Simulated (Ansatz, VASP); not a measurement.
## GaAs in VASP and in Ansatz

```xyz
2
Lattice="0.0000 2.8751 2.8751 2.8751 0.0000 2.8751 2.8751 2.8751 0.0000" Properties=species:S:1:pos:R:3 pbc="T T T"
Ga    0.0000    0.0000    0.0000
As    1.4375    1.4375    1.4375
```

Alike in both runs: task single point; functional PBE; k mesh 2 × 2 × 2; occupations gaussian, width 0.1 eV; no spin polarisation.

|  | VASP | Ansatz |
| --- | --- | --- |
| version | VASP 6.6.1 | Ansatz 0.2.0 |
| potentials or method | VASP PAW PBE potentials, release 64 (Ga_d, As), cutoff 520 eV | scalar-relativistic, plane waves, PAW |
| valence electrons in the cell | 18 | 28 |

Ansatz gave:

* gap on the k mesh at the Fermi level (eV): 0.08
* least direct gap on the mesh (eV): 0.08
* pressure (GPa): 7.8

Q: What did VASP give for the same quantities?

A: gap on the k mesh at the Fermi level (eV): 0.08; least direct gap on the mesh (eV): 0.08; pressure (GPa): 8.0.

VASP's potentials hold 18 valence electrons a cell and Ansatz's 28, so a difference there can come from the potentials and not from the codes. Ansatz's warnings: force scf threshold loose, stress scf threshold loose.

The k mesh is coarse, so the values compare programs but aren't converged.
